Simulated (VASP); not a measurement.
# Ge (Fm-3m) in VASP: a series of runs

The runs below take Ge through relaxation of cell and atoms, single point, with BLYP.

Everything below comes from runs of VASP 6.6.1. Logs are shortened: lines on timing, memory, paths and dates and some standing lists are left out, and cuts for length are marked.

**1. The cell of the first run**

Symmetry: Fm-3m, No. 225, cubic system. Conventional cell: a = 4.253 Å, b = 4.253 Å, c = 4.253 Å, α = 90.00°, β = 90.00°, γ = 90.00°. Within 4.0 Å of Ge (site symmetry m-3m) lie 12 Ge at 3.01 Å.

**2. Relaxation of cell and atoms, BLYP**

Input file INCAR:

```
AGGAC = 1.0
AGGAX = 1.0
ALDAC = 0.0
ALDAX = 1.0
ALGO = Normal
EDIFF = 1E-6
EDIFFG = -0.01
ENCUT = 600
GGA = B5
IBRION = 2
ISIF = 3
ISMEAR = -1
LASPH = True
LCHARG = False
LREAL = False
LWAVE = False
NELM = 80
NSW = 80
PREC = Accurate
SIGMA = 0.1
```

Input file KPOINTS:

```
k-points
0
Gamma
  13 13 13
```

Input file POSCAR:

```
Ge
1.0
    0.0000000000      2.1267354152      2.1267354152
    2.1267354152      0.0000000000      2.1267354152
    2.1267354152      2.1267354152      0.0000000000
Ge
1
Direct
    0.0000000000      0.0000000000      0.0000000000
```

Potentials or basis: VASP PAW PBE potentials, release 64 (Ge_d).

Run with:

```bash
$ cat potpaw_PBE.64/Ge_d/POTCAR > POTCAR
$ mpirun -np 1 vasp_std > vasp.out
```

OUTCAR:

```text
EDIFF = 1E-6
   EDIFFG = -0.01
   ENCUT = 600
   GGA = B5
   IBRION = 2
   ISIF = 3
   ISMEAR = -1
   LASPH = True
   LREAL = False
   NELM = 80
   NSW = 80
   PREC = Accurate

 ion  position               nearest neighbor table
   1  0.000  0.000  0.000-

  LATTYP: Found a face centered cubic cell.
 ALAT       =     4.2534708304

  Lattice vectors:

 A1 = (   0.0000000000,   2.1267354152,   2.1267354152)
 A2 = (   2.1267354152,   0.0000000000,   2.1267354152)
 A3 = (   2.1267354152,   2.1267354152,   0.0000000000)

Analysis of symmetry for initial positions (statically):
=====================================================================
 Subroutine PRICEL returns:
 Original cell was already a primitive cell.

 Routine SETGRP: Setting up the symmetry group for a
 face centered cubic supercell.

 Subroutine GETGRP returns: Found 48 space group operations
 (whereof 48 operations were pure point group operations)
 out of a pool of 48 trial point group operations.

The static configuration has the point symmetry O_h .

Analysis of symmetry for dynamics (positions and initial velocities):
=====================================================================
 Subroutine PRICEL returns:
 Original cell was already a primitive cell.

 Routine SETGRP: Setting up the symmetry group for a
 face centered cubic supercell.

 Subroutine GETGRP returns: Found 48 space group operations
 (whereof 48 operations were pure point group operations)
 out of a pool of 48 trial point group operations.

The dynamic configuration has the point symmetry O_h .

 Subroutine INISYM returns: Found 48 space group operations
 (whereof 48 operations are pure point group operations),
 and found     1 'primitive' translations

----------------------------------------------------------------------------------------

                                     Primitive cell

  volume of cell :      19.2385

  direct lattice vectors                    reciprocal lattice vectors
     0.000000000  2.126735415  2.126735415    -0.235102118  0.235102118  0.235102118
     2.126735415  0.000000000  2.126735415     0.235102118 -0.235102118  0.235102118
     2.126735415  2.126735415  0.000000000     0.235102118  0.235102118 -0.235102118

  length of vectors
     3.007658068  3.007658068  3.007658068     0.407208813  0.407208813  0.407208813

  position of ions in fractional coordinates (direct lattice)
     0.000000000  0.000000000  0.000000000

  ion indices of the primitive-cell ions
   primitive index   ion index
                 1           1

----------------------------------------------------------------------------------------

 KPOINTS: k-points

Automatic generation of k-mesh.
 Grid dimensions read from file:
 generate k-points for:   13   13   13

 Generating k-lattice:

  Cartesian coordinates                     Fractional coordinates (reciprocal lattice)
    -0.018084778  0.018084778  0.018084778     0.076923077  0.000000000  0.000000000
     0.018084778 -0.018084778  0.018084778     0.000000000  0.076923077  0.000000000
     0.018084778  0.018084778 -0.018084778     0.000000000  0.000000000  0.076923077

  Length of vectors
     0.031323755  0.031323755  0.031323755

  Shift w.r.t. Gamma in fractional coordinates (k-lattice)
     0.000000000  0.000000000  0.000000000

 Subroutine IBZKPT returns following result:
 ===========================================

 Found     84 irreducible k-points:

 Following reciprocal coordinates:
            Coordinates               Weight
  0.000000  0.000000  0.000000      1.000000
  0.076923  0.000000  0.000000      8.000000
  0.153846  0.000000  0.000000      8.000000
  0.230769  0.000000  0.000000      8.000000
  0.307692  0.000000  0.000000      8.000000
  0.384615  0.000000  0.000000      8.000000
[... 16 lines left out ...]
  0.384615  0.153846  0.000000     24.000000
  0.461538  0.153846  0.000000     24.000000
 [... further k-points ...]
   k-points           NKPTS =     84   k-points in BZ     NKDIM =     84   number of bands    NBANDS=     11
   number of dos      NEDOS =    301   number of ions     NIONS =      1
   total plane-waves  NPLWV =  13824
   dimension x,y,z NGX =    24 NGY =   24 NGZ =   24
   dimension x,y,z NGXF=    48 NGYF=   48 NGZF=   48
   ions per type =               1
   NGX,Y,Z   is equivalent  to a cutoff of  13.27, 13.27, 13.27 a.u.
   NGXF,Y,Z  is equivalent  to a cutoff of  26.53, 26.53, 26.53 a.u.
 SYSTEM =  unknown system
   PREC   = accura    normal or accurate (medium, high low for compatibility)
   ISTART =      0    job   : 0-new  1-cont  2-samecut
   ICHARG =      2    charge: 1-file 2-atom 10-const
   ISPIN  =      1    spin polarized calculation?
   LNONCOLLINEAR =      F non collinear calculations
   LSORBIT =      F    spin-orbit coupling
   LASPH  =      T    aspherical Exc in radial PAW
   ENCUT  =  600.0 eV  44.10 Ry    6.64 a.u.   6.01  6.01  6.01*2*pi/ulx,y,z
   NELM   =     80;   NELMIN=  2; NELMDL= -5     # of ELM steps
   EDIFF  = 0.1E-05   stopping-criterion for ELM
   LREAL  =      F    real-space projection
   EDIFFG = -.1E-01   stopping-criterion for IOM
   NSW    =     80    number of steps for IOM
   IBRION =      2    ionic relax: 0-MD 1-quasi-New 2-CG
   NFREE  =      1    steps in history (QN), initial steepest desc. (CG)
   ISIF   =      3    stress and relaxation
   ISYM   =      2    0-nonsym 1-usesym 2-fastsym
   POTIM  = 0.5000    time-step for ionic-motion
   TEBEG  =    0.0;   TEEND  =   0.0 temperature during run
   PSTRESS=    0.0 pullay stress
   NELECT =      14.0000    total number of electrons
   NUPDOWN=      -1.0000    fix difference up-down
   EMIN   =  10.00;   EMAX   =-10.00  energy-range for DOS
   EFERMI =   0.00;   METHOD = LEGACY
   ISMEAR =    -1;   SIGMA  =   0.10  broadening in eV -4-tet -1-fermi 0-gaus
   EFERMI_NEDOS =   21; number of points for ismear=-14 and -15
   IALGO  =     38    algorithm
   IMIX   =      4    mixing-type and parameters
     AMIX     =   0.40;   BMIX     =  1.00
     AMIX_MAG =   1.60;   BMIX_MAG =  1.00
  volume/ion in A,a.u.               =      19.24       129.83
  Fermi-wavevector in a.u.,A,eV,Ry     =   1.472518  2.782656 29.501652  2.168310
  Thomas-Fermi vector in A             =   2.587523
   LORBIT       =      0    0 simple, 1 ext, 2 COOP (PROOUT), +10 PAW based schemes
   GGA     = B5    functional components
   LHFCALC =     F    Hartree Fock is set to
   AEXX    =    0.0000 exact exchange contribution
   IVDW    =     0    specifies the selected vdW correction
   LEPSILON=     F    determine dielectric tensor
   LRPA    =     F    only Hartree local field effects (RPA)
 conjugate gradient relaxation of ions
 non-spin polarized calculation
  energy-cutoff  :      600.00
  volume of cell :       19.24
 maximum number of plane-waves:       654
   NGX = 13   NGY = 13   NGZ = 13

--------------------------------------- Ionic step        1  -------------------------------------------

 number of electron      14.0000009 magnetization

 Free energy of the ion-electron system (eV)
  ---------------------------------------------------
  ext. energy  EPLUGINS =         0.00000000
  ---------------------------------------------------
  free energy    TOTEN  =        -3.28565988 eV

  energy without entropy =       -3.27052130  energy(sigma->0) =       -3.27809059

 E-fermi :   7.1462     XC(G=0): -10.6002

 val. band max:        7.0362624221   @ k =   0.3846   0.2308   0.0000
 cond. band min:       7.2152879345   @ k =   0.3077   0.0769   0.0000
 fundamental gap:      0.1790255125
 Fermi energy:         7.1462402920

 k-point     1 :       0.0000    0.0000    0.0000
  band No.  band energies     occupation
      1     -17.6737      2.00000
      2     -17.6737      2.00000
      3     -17.6737      2.00000
      4     -17.6263      2.00000
      5     -17.6263      2.00000
      6      -5.9589      2.00000
      7      15.5907      0.00000
      8      15.5907      0.00000
      9      15.5907      0.00000
     10      21.1333      0.00000
     11      21.1333      0.00000

 k-point     2 :       0.0769    0.0000    0.0000
  band No.  band energies     occupation
      1     -17.6736      2.00000
      2     -17.6708      2.00000
      3     -17.6708      2.00000
      4     -17.6264      2.00000
      5     -17.6264      2.00000
      6      -5.8146      2.00000
      7      14.2813      0.00000
      8      15.3875      0.00000
      9      15.3875      0.00000
     10      20.3647      0.00000
     11      21.5004      0.00000

 k-point     3 :       0.1538    0.0000    0.0000
  band No.  band energies     occupation
      1     -17.6733      2.00000
      2     -17.6645      2.00000
      3     -17.6645      2.00000
      4     -17.6249      2.00000
      5     -17.6249      2.00000
      6      -5.3820      2.00000
      7      11.6698      0.00000
      8      14.9284      0.00000
      9      14.9284      0.00000
     10      19.7556      0.00000
     11      22.1994      0.00000
[... 342 lines left out ...]
 VOLUME and BASIS-vectors are now :
 -----------------------------------------------------------------------------
  energy-cutoff  :      600.00
  volume of cell :       21.91
      direct lattice vectors                 reciprocal lattice vectors
    -0.000000000  2.221018167  2.221018167    -0.225121977  0.225121977  0.225121977
     2.221018167  0.000000000  2.221018167     0.225121977 -0.225121977  0.225121977
     2.221018167  2.221018167 -0.000000000     0.225121977  0.225121977 -0.225121977

 POSITION                                       TOTAL-FORCE (eV/Angst)
 -----------------------------------------------------------------------------------
      0.00000      0.00000      0.00000         0.000000      0.000000      0.000000
 -----------------------------------------------------------------------------------
    total drift:                               -0.000000      0.000000     -0.000000

  FREE ENERGIE OF THE ION-ELECTRON SYSTEM (eV)
  ---------------------------------------------------
  free  energy   TOTEN  =        -3.3442008444 eV

  energy  without entropy=       -3.3292135974  energy(sigma->0) =       -3.33670722

--------------------------------------- Ionic step        3  -------------------------------------------

 number of electron      13.9999997 magnetization

 Free energy of the ion-electron system (eV)
  ---------------------------------------------------
  ext. energy  EPLUGINS =         0.00000000
  ---------------------------------------------------
  free energy    TOTEN  =        -3.34418033 eV

  energy without entropy =       -3.32920689  energy(sigma->0) =       -3.33669361

 E-fermi :   5.8548     XC(G=0):  -9.9841

 val. band max:        5.8395690482   @ k =   0.3077   0.0769   0.0000
 cond. band min:       5.8599452366   @ k =  -0.4615   0.3846   0.0000
 fundamental gap:      0.0203761884
 Fermi energy:         5.8547986430

 k-point     1 :       0.0000    0.0000    0.0000
  band No.  band energies     occupation
      1     -18.9211      2.00000
      2     -18.9211      2.00000
      3     -18.9211      2.00000
      4     -18.8896      2.00000
      5     -18.8896      2.00000
      6      -6.2741      2.00000
      7      13.1606      0.00000
      8      13.1606      0.00000
      9      13.1606      0.00000
     10      19.0572      0.00000
     11      19.0572      0.00000

 k-point     2 :       0.0769    0.0000    0.0000
  band No.  band energies     occupation
      1     -18.9209      2.00000
      2     -18.9191      2.00000
      3     -18.9191      2.00000
      4     -18.8896      2.00000
      5     -18.8896      2.00000
      6      -6.1447      2.00000
      7      12.0626      0.00000
      8      13.0029      0.00000
      9      13.0029      0.00000
     10      18.3623      0.00000
     11      19.3568      0.00000

 k-point     3 :       0.1538    0.0000    0.0000
  band No.  band energies     occupation
      1     -18.9203      2.00000
      2     -18.9148      2.00000
      3     -18.9148      2.00000
      4     -18.8885      2.00000
      5     -18.8885      2.00000
      6      -5.7576      2.00000
      7       9.7959      0.00000
      8      12.6322      0.00000
      9      12.6322      0.00000
     10      17.6585      0.00000
     11      19.9314      0.00000
[... 307 lines left out ...]
 VOLUME and BASIS-vectors are now :
 -----------------------------------------------------------------------------
  energy-cutoff  :      600.00
  volume of cell :       21.84
      direct lattice vectors                 reciprocal lattice vectors
    -0.000000000  2.218501236  2.218501236    -0.225377382  0.225377382  0.225377382
     2.218501236  0.000000000  2.218501236     0.225377382 -0.225377382  0.225377382
     2.218501236  2.218501236 -0.000000000     0.225377382  0.225377382 -0.225377382

 POSITION                                       TOTAL-FORCE (eV/Angst)
 -----------------------------------------------------------------------------------
      0.00000      0.00000      0.00000        -0.000000      0.000000      0.000000
 -----------------------------------------------------------------------------------
    total drift:                               -0.000000      0.000000     -0.000000

  FREE ENERGIE OF THE ION-ELECTRON SYSTEM (eV)
  ---------------------------------------------------
  free  energy   TOTEN  =        -3.3441803323 eV

  energy  without entropy=       -3.3292068861  energy(sigma->0) =       -3.33669361

 reached required accuracy - stopping structural energy minimisation
```

It took 51 s on 1 thread of Intel Xeon Platinum 8259CL at 2.50GHz (Skylake/Cascade Lake), shared host; peak memory 0.15 GiB.

What came out:

```yaml
Free_energy: -3.3442 eV
Relaxed_volume: 21.84 Å³/atom
Relaxed_cell: a = 3.137 Å, b = 3.137 Å, c = 3.137 Å, α = 60.00°, β = 60.00°, γ = 60.00°
Space_group_after_relaxing_to_0.05_Å: Fm-3m (No. 225)
Energy_gained_by_relaxing: 58.5 meV/atom
Ionic_steps: 3
Pressure_after_relaxing: 0.1 GPa
Band_gap_on_the_k_mesh: zero (band 7 reaches 13.16 eV, above the bottom of band 8 at 3.87 eV)
```

The path:
```
step  energy change (eV)  largest force (eV/Å)  pressure (GPa)  volume (Å³)
   1              0.0000                0.0000            7.65        19.24
   2             -0.0585                0.0000           -0.18        21.91
   3             -0.0585                0.0000            0.05        21.84
```

Final structure:
```xyz
1
Lattice="0.0000 2.2185 2.2185 2.2185 0.0000 2.2185 2.2185 2.2185 0.0000" Properties=species:S:1:pos:R:3 pbc="T T T"
Ge    0.0000    0.0000    0.0000
```

Caveat: the PAW data sets were made with another functional, which shifts forces and pressure a little.

**3. Single point, BLYP**

This run uses another cell than the first one, of 21.83 Å³/atom, 1.134 times its volume.

Input file INCAR:

```
AGGAC = 1.0 ; AGGAX = 1.0
ALDAC = 0.0 ; ALDAX = 1.0
ALGO = Normal ; EDIFF = 1E-6
ENCUT = 520 ; GGA = B5
ISIF = 2 ; ISMEAR = -1
LASPH = T ; LCHARG = F
LREAL = F ; LWAVE = F
NBANDS = 13 ; NELM = 60
PREC = Accurate ; SIGMA = 0.1
```

Input file KPOINTS:

```
k-points
0
Gamma
  20 20 20
```

Input file POSCAR:

```
Ge
1.0
    0.0000000000      2.2180938759      2.2180938759
    2.2180938759      0.0000000000      2.2180938759
    2.2180938759      2.2180938759      0.0000000000
Ge
1
Direct
    0.0000000000      0.0000000000      0.0000000000
```

Potentials or basis: VASP PAW PBE potentials, release 64 (Ge_d).

Run with:

```bash
$ cat potpaw_PBE.64/Ge_d/POTCAR > POTCAR
$ mpirun -np 1 vasp_std > vasp.out
```

Wall time 39 s (1 thread of Intel Xeon Platinum 8259CL at 2.50GHz (Skylake/Cascade Lake), shared host); peak memory 0.19 GiB.

It converged, with:

```
Free energy            : -3.3457 eV
Pressure               : -0.1 GPa
Band gap on the k mesh : zero (band 7 reaches 13.17 eV, above the bottom of band 8 at 3.86 eV)
```

Levels at points of the mesh, in eV from the Fermi level:
```tsv
k point	band 5	band 6	band 7	band 8	band 9	band 10
(0.00, 0.00, 0.00)	-24.73	-12.11	7.33	7.33	7.33	13.23
(0.50, 0.00, 0.00)	-24.69	-7.84	-4.65	5.65	5.65	10.88
(0.50, 0.50, 0.00)	-24.69	-6.02	-3.62	2.23	2.23	6.28
```

Caveat: the PAW data sets were made with another functional, which shifts forces and pressure a little.
